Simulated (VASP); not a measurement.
TaN, 2 atoms in the cell. The structure is cubic, space group Fm-3m (No. 225). The conventional cell has a = 4.423 Å, b = 4.423 Å, c = 4.423 Å, α = 90.00°, β = 90.00°, γ = 90.00°. Ta (site symmetry m-3m) has 6 N at 2.21 Å within 2.9 Å. N (site symmetry m-3m) has 6 Ta at 2.21 Å within 2.9 Å. 

```yaml
Program: VASP 6.6.1
Task: relaxation of cell and atoms
Functional: RPBE
Dispersion: D3(BJ)
Potentials_or_basis: VASP PAW PBE potentials, release 64 (Ta_pv, N)
Cutoff: 600 eV
k_mesh: 10 × 10 × 10
Occupations: fermi-dirac, width 0.05 eV
Spin: no spin polarisation
Dipole_correction: no
Further_INCAR_settings: ALGO = Normal; EDIFF = 1e-06; IBRION = 2; EDIFFG = -0.005; NSW = 80; ISIF = 3
```

Potentials or basis: VASP PAW PBE potentials, release 64 (Ta_pv, N).

Command:

```sh
$ cat potpaw_PBE.64/Ta_pv/POTCAR potpaw_PBE.64/N/POTCAR > POTCAR
$ mpirun -np 1 vasp_std > vasp.out
```

Hardware: 1 thread of Intel(R) Xeon(R) 6975P-C (Granite Rapids), with other jobs on the host.

Q: How long does it take, and how much memory?

A: Run time: 31 s on 1 thread of Intel(R) Xeon(R) 6975P-C (Granite Rapids), on a shared host, peak memory 0.19 GiB. Counts: scf iterations 42, k points 47, ion steps 5.
